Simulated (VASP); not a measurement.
Write the native input for VASP 6.6.1 that does the following.

```yaml
Task: single point
Functional: LDA
Potentials_or_basis: VASP PAW LDA potentials, release 64 (Al, Cu)
Cutoff: 520 eV
k_mesh: 14 × 14 × 14
Occupations: gaussian, width 0.15 eV
Spin: no spin polarisation
Dipole_correction: no
Further_INCAR_settings: ALGO = Fast; EDIFF = 1e-06; NBANDS = 16
```

The structure of Al2Cu lies in POSCAR:

```
Al2Cu
1.0
   -2.0046693320      2.0046693320      2.7406000000
    2.0046693320     -2.0046693320      2.7406000000
    2.0046693320      2.0046693320     -2.7406000000
Al Cu
2 1
Direct
    0.7500000000      0.2500000000      0.5000000000
    0.2500000000      0.7500000000      0.5000000000
    0.5000000000      0.5000000000      0.0000000000
```

These files were run (other wordings do the same):

INCAR

```
SYSTEM = Al2Cu
PREC = Accurate
ENCUT = 520
EDIFF = 1E-6
ISMEAR = 0
SIGMA = 0.15
LREAL = .False.
LASPH = .True.
NELM = 80
ALGO = Fast
ISIF = 2
LWAVE = .False.
LCHARG = .False.
GGA = CA
NBANDS = 16
```

KPOINTS

```
regular mesh
0
Gamma
  14 14 14
  0 0 0
```

Potentials or basis: VASP PAW LDA potentials, release 64 (Al, Cu).

Command:

```sh
$ cat potpaw_LDA.64/Al/POTCAR potpaw_LDA.64/Cu/POTCAR > POTCAR
$ mpirun -np 1 vasp_std > vasp.out
```

It gave:

```
Pressure               : 4.7 GPa
Band gap on the k mesh : zero (an odd number of electrons rules out a gap without spin polarisation)
```

Caveat: the cell stands under pressure.

It took 3.6 min on 1 thread of AMD EPYC 7R13 Processor (Zen 3), with other jobs on the host, peak memory 0.25 GiB.
